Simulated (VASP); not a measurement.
Mg2Sn: single point with r2SCAN

The system is Mg2Sn.

```
Mg Sn
1.0
     0.00000    3.35750    3.35750
     3.35750    0.00000    3.35750
     3.35750    3.35750    0.00000
Mg Sn
2 1
Direct
  0.25000 0.25000 0.25000
  0.75000 0.75000 0.75000
  0.00000 0.00000 0.00000
```

```yaml
Program: VASP 6.6.1
Task: single point
Functional: r2SCAN
Potentials_or_basis: VASP PAW PBE potentials, release 64 (Mg, Sn_d)
Cutoff: 660 eV
k_mesh: 12 × 12 × 12
Occupations: gaussian, width 0.01 eV
Spin: no spin polarisation
```

- Pressure: 0.8 GPa

Levels at points of the mesh, in eV from the Fermi level:
```csv
k point,band 5,band 6,band 7,band 8,band 9,band 10,band 11,band 12,band 13,band 14
"(0.00, 0.00, 0.00)",-21.48,-9.65,-0.07,-0.07,-0.07,2.06,2.37,2.37,2.37,4.99
"(0.50, 0.00, 0.00)",-21.48,-8.28,-5.10,-0.95,-0.95,1.14,2.44,2.44,4.51,7.52
"(0.50, 0.50, 0.00)",-21.48,-7.73,-4.85,-2.31,-2.31,0.15,0.33,7.93,7.93,7.93
```

Run time: 2.8 min on 1 thread of Intel(R) Xeon(R) 6975P-C (Granite Rapids), on a shared host, peak memory 0.34 GiB.

Caveat: the PAW data sets were made with another functional, which shifts forces and pressure a little; spin-orbit coupling is left out, which moves the levels of the heavy elements.
